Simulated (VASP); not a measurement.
# Ir (Im-3m) in VASP: further runs

The runs below take Ir through relaxation of cell and atoms, single point, with PBE.

Program: VASP 6.6.1. These are calculated values, not measurements. Logs are shortened: lines on timing, memory, paths and dates and some standing lists are left out, and cuts for length are marked.

**1. The cell of the first run**

Symmetry: Im-3m, No. 229, cubic system. The conventional cell has a = 2.746 Å, b = 2.746 Å, c = 2.746 Å, α = 90.00°, β = 90.00°, γ = 90.00°. Within 3.1 Å of Ir (site symmetry m-3m) lie 14 Ir at 2.38 to 2.75 Å.

This isn't the form of Ir at room conditions, which is fcc.

**2. Relaxation of cell and atoms, PBE, target pressure 270 GPa, at which the enthalpy is minimised**

INCAR

```
PREC = Accurate
ENCUT = 600
EDIFF = 1E-6
ISMEAR = -1
SIGMA = 0.05
LREAL = F
LASPH = T
NELM = 60
ALGO = Normal
ISIF = 3
LWAVE = F
LCHARG = F
GGA = PE
IBRION = 2
NSW = 60
EDIFFG = -0.005
PSTRESS = 2700.0
```

KPOINTS

```
regular mesh
0
Gamma
  20 20 20
```

POSCAR

```
Ir
1.0
   -1.3729328612      1.3729328612      1.3729328612
    1.3729328612     -1.3729328612      1.3729328612
    1.3729328612      1.3729328612     -1.3729328612
Ir
1
Direct
    0.0000000000      0.0000000000      0.0000000000
```

Potentials or basis: VASP PAW PBE potentials, release 64 (Ir).

Launch:

```bash
$ cat potpaw_PBE.64/Ir/POTCAR > POTCAR
$ mpirun -np 1 vasp_std > vasp.out
```

OUTCAR:

```text
PREC = Accurate
   ENCUT = 600
   EDIFF = 1E-6
   ISMEAR = -1
   LREAL = F
   LASPH = T
   NELM = 60
   ISIF = 3
   GGA = PE
   IBRION = 2
   NSW = 60
   EDIFFG = -0.005
   PSTRESS = 2700.0

 ion  position               nearest neighbor table
   1  0.000  0.000  0.000-

  LATTYP: Found a body centered cubic cell.
 ALAT       =     2.7458657224

  Lattice vectors:

 A1 = (  -1.3729328612,   1.3729328612,   1.3729328612)
 A2 = (   1.3729328612,  -1.3729328612,   1.3729328612)
 A3 = (   1.3729328612,   1.3729328612,  -1.3729328612)

Analysis of symmetry for initial positions (statically):
=====================================================================
 Subroutine PRICEL returns:
 Original cell was already a primitive cell.

 Routine SETGRP: Setting up the symmetry group for a
 body centered cubic supercell.

 Subroutine GETGRP returns: Found 48 space group operations
 (whereof 48 operations were pure point group operations)
 out of a pool of 48 trial point group operations.

The static configuration has the point symmetry O_h .

Analysis of symmetry for dynamics (positions and initial velocities):
=====================================================================
 Subroutine PRICEL returns:
 Original cell was already a primitive cell.

 Routine SETGRP: Setting up the symmetry group for a
 body centered cubic supercell.

 Subroutine GETGRP returns: Found 48 space group operations
 (whereof 48 operations were pure point group operations)
 out of a pool of 48 trial point group operations.

The dynamic configuration has the point symmetry O_h .

 Subroutine INISYM returns: Found 48 space group operations
 (whereof 48 operations are pure point group operations),
 and found     1 'primitive' translations

----------------------------------------------------------------------------------------

                                     Primitive cell

  volume of cell :      10.3516

  direct lattice vectors                    reciprocal lattice vectors
    -1.372932861  1.372932861  1.372932861     0.000000000  0.364183868  0.364183868
     1.372932861 -1.372932861  1.372932861     0.364183868  0.000000000  0.364183868
     1.372932861  1.372932861 -1.372932861     0.364183868  0.364183868  0.000000000

  length of vectors
     2.377989471  2.377989471  2.377989471     0.515033765  0.515033765  0.515033765

  position of ions in fractional coordinates (direct lattice)
     0.000000000  0.000000000  0.000000000

  ion indices of the primitive-cell ions
   primitive index   ion index
                 1           1

----------------------------------------------------------------------------------------

 KPOINTS: regular mesh

Automatic generation of k-mesh.
 Grid dimensions read from file:
 generate k-points for:   20   20   20

 Generating k-lattice:

  Cartesian coordinates                     Fractional coordinates (reciprocal lattice)
     0.000000000  0.018209193  0.018209193     0.050000000  0.000000000  0.000000000
     0.018209193  0.000000000  0.018209193     0.000000000  0.050000000  0.000000000
     0.018209193  0.018209193  0.000000000     0.000000000  0.000000000  0.050000000

  Length of vectors
     0.025751688  0.025751688  0.025751688

  Shift w.r.t. Gamma in fractional coordinates (k-lattice)
     0.000000000  0.000000000  0.000000000

 Subroutine IBZKPT returns following result:
 ===========================================

 Found    256 irreducible k-points:

 Following reciprocal coordinates:
            Coordinates               Weight
  0.000000  0.000000  0.000000      1.000000
  0.050000  0.000000  0.000000     12.000000
  0.100000  0.000000  0.000000     12.000000
  0.150000  0.000000  0.000000     12.000000
  0.200000  0.000000  0.000000     12.000000
  0.250000  0.000000  0.000000     12.000000
[... 16 lines left out ...]
  0.200000  0.100000 -0.000000     48.000000
  0.250000  0.100000 -0.000000     48.000000
 [... further k-points ...]
   k-points           NKPTS =    256   k-points in BZ     NKDIM =    256   number of bands    NBANDS=      8
   number of dos      NEDOS =    301   number of ions     NIONS =      1
   total plane-waves  NPLWV =   8000
   dimension x,y,z NGX =    20 NGY =   20 NGZ =   20
   dimension x,y,z NGXF=    40 NGYF=   40 NGZF=   40
   ions per type =               1
   NGX,Y,Z   is equivalent  to a cutoff of  13.98, 13.98, 13.98 a.u.
   NGXF,Y,Z  is equivalent  to a cutoff of  27.96, 27.96, 27.96 a.u.
 SYSTEM =  unknown system
   PREC   = accura    normal or accurate (medium, high low for compatibility)
   ISTART =      0    job   : 0-new  1-cont  2-samecut
   ICHARG =      2    charge: 1-file 2-atom 10-const
   ISPIN  =      1    spin polarized calculation?
   LNONCOLLINEAR =      F non collinear calculations
   LSORBIT =      F    spin-orbit coupling
   LASPH  =      T    aspherical Exc in radial PAW
   ENCUT  =  600.0 eV  44.10 Ry    6.64 a.u.   4.75  4.75  4.75*2*pi/ulx,y,z
   NELM   =     60;   NELMIN=  2; NELMDL= -5     # of ELM steps
   EDIFF  = 0.1E-05   stopping-criterion for ELM
   LREAL  =      F    real-space projection
   EDIFFG = -.5E-02   stopping-criterion for IOM
   NSW    =     60    number of steps for IOM
   IBRION =      2    ionic relax: 0-MD 1-quasi-New 2-CG
   NFREE  =      1    steps in history (QN), initial steepest desc. (CG)
   ISIF   =      3    stress and relaxation
   ISYM   =      2    0-nonsym 1-usesym 2-fastsym
   POTIM  = 0.5000    time-step for ionic-motion
   TEBEG  =    0.0;   TEEND  =   0.0 temperature during run
   PSTRESS= 2700.0 pullay stress
   NELECT =       9.0000    total number of electrons
   NUPDOWN=      -1.0000    fix difference up-down
   EMIN   =  10.00;   EMAX   =-10.00  energy-range for DOS
   EFERMI =   0.00;   METHOD = LEGACY
   ISMEAR =    -1;   SIGMA  =   0.05  broadening in eV -4-tet -1-fermi 0-gaus
   EFERMI_NEDOS =   21; number of points for ismear=-14 and -15
   IALGO  =     38    algorithm
   IMIX   =      4    mixing-type and parameters
     AMIX     =   0.40;   BMIX     =  1.00
     AMIX_MAG =   1.60;   BMIX_MAG =  1.00
  volume/ion in A,a.u.               =      10.35        69.86
  Fermi-wavevector in a.u.,A,eV,Ry     =   1.562499  2.952695 33.217299  2.441403
  Thomas-Fermi vector in A             =   2.665408
   LORBIT       =      0    0 simple, 1 ext, 2 COOP (PROOUT), +10 PAW based schemes
   GGA     = PE    functional components
   LHFCALC =     F    Hartree Fock is set to
   AEXX    =    0.0000 exact exchange contribution
   IVDW    =     0    specifies the selected vdW correction
   LEPSILON=     F    determine dielectric tensor
   LRPA    =     F    only Hartree local field effects (RPA)
 conjugate gradient relaxation of ions
 non-spin polarized calculation
  energy-cutoff  :      600.00
  volume of cell :       10.35
 maximum number of plane-waves:       370
   NGX =  9   NGY =  9   NGZ =  9

--------------------------------------- Ionic step        1  -------------------------------------------

 number of electron       9.0000001 magnetization

 Free energy of the ion-electron system (eV)
  ---------------------------------------------------
  ext. energy  EPLUGINS =         0.00000000
  ---------------------------------------------------
  free energy    TOTEN  =        -5.22684107 eV

  energy without entropy =       -5.21315062  energy(sigma->0) =       -5.21999584

------------------------ aborting loop because EDIFF is reached ----------------------------------------

  FORCE on cell =-STRESS in cart. coord.  units (eV):
  Direction    XX          YY          ZZ          XY          YZ          ZX
  --------------------------------------------------------------------------------------
  -------------------------------------------------------------------------------------
  Total       18.8890452     18.8890452     18.8890452      0.0000000      0.0000000      0.0000000
  in kB     2923.5646105   2923.5646105   2923.5646105      0.0000000      0.0000000      0.0000000
  external PRESSURE =     223.5646105 kB  Pullay stress =    2700.0000000 kB
[... 96 lines left out ...]
  enthalpy is  TOTEN    =        12.2066638909 eV   P V=       17.7526998744

--------------------------------------- Ionic step        4  -------------------------------------------

 number of electron       9.0000001 magnetization

 Free energy of the ion-electron system (eV)
  ---------------------------------------------------
  ext. energy  EPLUGINS =         0.00000000
  ---------------------------------------------------
  free energy    TOTEN  =        -5.51452424 eV

  energy without entropy =       -5.50045804  energy(sigma->0) =       -5.50749114

 E-fermi :  16.0107     XC(G=0): -15.7861

 val. band max:       16.0049040790   @ k =   0.2500   0.2000   0.1500
 cond. band min:      16.0108130433   @ k =   0.4000   0.1000   0.1000
 fundamental gap:      0.0059089642
 Fermi energy:        16.0106629676

 k-point     1 :       0.0000    0.0000    0.0000
  band No.  band energies     occupation
      1       1.8029      2.00000
      2      10.1822      2.00000
      3      10.1822      2.00000
      4      10.1822      2.00000
      5      14.8664      2.00000
      6      14.8664      2.00000
      7      32.5844      0.00000
      8      32.5844      0.00000
[... 243 lines left out ...]
 k-point    24 :       0.2500    0.1000   -0.0000
  band No.  band energies     occupation
      1       5.4365      2.00000
      2       8.1977      2.00000
      3      10.1226      2.00000
      4      13.9181      2.00000
      5      15.6623      1.99812
      6      16.3835      0.00115
      7      32.1172      0.00000
      8      34.1778      0.00000

 [... further k-points ...]

------------------------ aborting loop because EDIFF is reached ----------------------------------------

  FORCE on cell =-STRESS in cart. coord.  units (eV):
  Direction    XX          YY          ZZ          XY          YZ          ZX
  --------------------------------------------------------------------------------------
  -------------------------------------------------------------------------------------
  Total       17.7179348     17.7179348     17.7179348      0.0000000     -0.0000000      0.0000000
  in kB     2699.5278041   2699.5278041   2699.5278041      0.0000000     -0.0000000      0.0000000
  external PRESSURE =      -0.4721959 kB  Pullay stress =    2700.0000000 kB
[... 16 lines left out ...]
  FREE ENERGIE OF THE ION-ELECTRON SYSTEM (eV)
  ---------------------------------------------------
  free  energy   TOTEN  =        -5.5145242416 eV

  energy  without entropy=       -5.5004580449  energy(sigma->0) =       -5.50749114

  enthalpy is  TOTEN    =        12.2065097256 eV   P V=       17.7210339672

 reached required accuracy - stopping structural energy minimisation
```

Run time: 1.8 min. Hardware: 1 thread of Intel Xeon 8259CL, shared host; peak memory 0.16 GiB.

Results:

| Property | Result |
| --- | --- |
| Free energy | -5.5145 eV |
| Relaxed volume | 10.52 Å³/atom |
| Relaxed cell | a = 2.390 Å, b = 2.390 Å, c = 2.390 Å, α = 109.47°, β = 109.47°, γ = 109.47° |
| Space group after relaxing (to 0.1 Å) | Im-3m (No. 229) |
| Energy change on relaxing (the run minimises the enthalpy) | -287.7 meV/atom |
| Ionic steps | 4 |
| Pressure after relaxing | 270.0 GPa |
| Band gap on the k mesh | zero (an odd number of electrons rules out a gap without spin polarisation) |

The path:
| step | energy change (eV) | largest force (eV/Å) | pressure (GPa) | volume (Å³) |
| --- | --- | --- | --- | --- |
| 1 | 0.0000 | 0.0000 | 292.36 | 10.35 |
| 2 | -2.4752 | 0.0000 | 82.96 | 12.67 |
| 3 | -0.3192 | 0.0000 | 267.50 | 10.53 |
| 4 | -0.2877 | 0.0000 | 269.95 | 10.52 |

Final structure:
```
Ir
1.0
    -1.38015    1.38015    1.38015
     1.38015   -1.38015    1.38015
     1.38015    1.38015   -1.38015
Ir
1
Direct
  0.00000 0.00000 0.00000
```

Caveat: the cell is relaxed towards a set pressure, so the run minimises the enthalpy, not the energy; spin-orbit coupling is left out, which moves the levels of the heavy elements.

(Continued in part 2 of 2.)
